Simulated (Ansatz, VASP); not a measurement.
**Cu: VASP beside Ansatz**

The input POSCAR:

```
Cu
1.0
   -1.3995095204      1.3995095204      1.3967226717
    1.3995095204     -1.3995095204      1.3967226717
    1.3995095204      1.3995095204     -1.3967226717
Cu
1
Direct
    0.0000000000      0.0000000000      0.0000000000
```

The input INCAR.step1:

```
SYSTEM = Cu
PREC = Accurate ; ENCUT = 520
ISMEAR = 0 ; SIGMA = 0.15
LREAL = .False. ; LASPH = .True.
NELM = 80 ; NBANDS = 12
GGA = PE ; ALGO = Normal
EDIFF = 1E-4 ; LWAVE = .True.
LCHARG = .False.
```

INCAR.step2

```
SYSTEM = Cu
PREC = Accurate ; ENCUT = 520
EDIFF = 1E-7 ; ISMEAR = 0
SIGMA = 0.15 ; LREAL = .False.
LASPH = .True. ; NELM = 80
ALGO = Normal ; ISIF = 2
LWAVE = .False. ; LCHARG = .True.
METAGGA = R2SCAN ; LMIXTAU = .True.
LELF = .True. ; LVHAR = .True.
NBANDS = 12 ; ISTART = 1
```

KPOINTS

```
Automatic mesh
0
Gamma
  24 24 24
  0 0 0
```

Input for Ansatz:

```yaml
crystal:
  lattice:
    - [-1.3995095204, 1.3995095204, 1.3967226717]
    - [1.3995095204, -1.3995095204, 1.3967226717]
    - [1.3995095204, 1.3995095204, -1.3967226717]
  atoms:
    - { symbol: Cu, position: [0.0, 0.0, 0.0] }
basis:
  ecutwfc: 500
kpoints:
  mp_grid: { grid: [24, 24, 24] }
hamiltonian:
  xc: r2scan
scf:
  occupations: { method: gaussian, width: 0.15 }
output:
  forces: true
  stress: true
  eigenvalues: true
```

Change from the starting cell: strain -0.030 along x and y, +0.015 along z, atoms carried along.

Alike in both runs: task single point; functional r2SCAN; k mesh 24 × 24 × 24; occupations gaussian, width 0.15 eV; no spin polarisation.

|  | VASP | Ansatz |
| --- | --- | --- |
| version | VASP 6.6.1 | Ansatz 0.2.0 |
| potentials or method | VASP PAW PBE potentials, release 64 (Cu), cutoff 520 eV | scalar-relativistic, plane waves, PAW |
| valence electrons in the cell | 11 | 19 |

```tsv
	VASP	Ansatz	Ansatz less VASP
gap on the k mesh at the Fermi level (eV)	none	none	-
pressure (GPa)	9.3	8.6	-0.65
```

VASP's potentials were made for PBE, not for r2SCAN. A gap of «none» marks a metal or a gap that the smearing closes. VASP's potentials hold 11 valence electrons a cell and Ansatz's 19, so a difference there can come from the potentials and not from the codes.
